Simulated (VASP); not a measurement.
P:

```
P
1.0
     0.00000    1.93755    1.93755
     1.93755    0.00000    1.93755
     1.93755    1.93755    0.00000
P
1
Direct
  0.00000 0.00000 0.00000
```

Base run:

| Property | Result |
| --- | --- |
| Program | VASP 6.6.1 |
| Functional | PBE |
| Potentials or basis | VASP PAW PBE potentials, release 64 (P) |
| Cutoff | 520 eV |
| k mesh | 23 × 23 × 23 |
| Occupations | fermi-dirac, width 0.1 eV |
| Spin | no spin polarisation |

Its results: pressure -0.2 GPa.

Task: The run is repeated on the same cell with these changes: k mesh from 23 × 23 × 23 to 16 × 16 × 16. What comes out?

Result: Pressure 0.3 GPa.
